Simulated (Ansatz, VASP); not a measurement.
# CuP6 in VASP and in Ansatz

```xyz
7
Lattice="5.3402 0.0000 0.0000 0.0000 5.3402 0.0000 0.0000 0.0000 5.3402" Properties=species:S:1:pos:R:3 pbc="T T T"
Cu    0.0000    0.0000    0.0000
P     1.1214    2.6701    2.6701
P     2.6701    1.1214    2.6701
P     4.2187    2.6701    2.6701
P     2.6701    4.2187    2.6701
P     2.6701    2.6701    1.1214
P     2.6701    2.6701    4.2187
```

Change from the starting cell: species swapped into the SiB6 type (Pm-3m, No. 221).

Alike in both runs: task single point; functional PBE; k mesh 4 × 4 × 4; occupations gaussian, width 0.1 eV; no spin polarisation.

|  | VASP | Ansatz |
| --- | --- | --- |
| version | VASP 6.6.1 | Ansatz 0.2.0 |
| potentials or method | VASP PAW PBE potentials, release 64 (Cu, P), cutoff 520 eV | scalar-relativistic, plane waves, PAW |
| valence electrons in the cell | 41 | 49 |

|  | VASP | Ansatz | Ansatz less VASP |
| --- | --- | --- | --- |
| gap on the k mesh at the Fermi level (eV) | none | none | - |
| pressure (GPa) | 15.9 | 16.3 | +0.39 |
| rms of the force components (eV/Å) | 1.920 | 1.988 | +0.0684 |

Atom by atom the forces differ by 0.068 eV/Å (rms over components). A gap of «none» marks a metal or a gap that the smearing closes. With one functional, cell and mesh, what is left measures potentials, basis and numerics. VASP's potentials hold 41 valence electrons a cell and Ansatz's 49, so a difference there can come from the potentials and not from the codes.
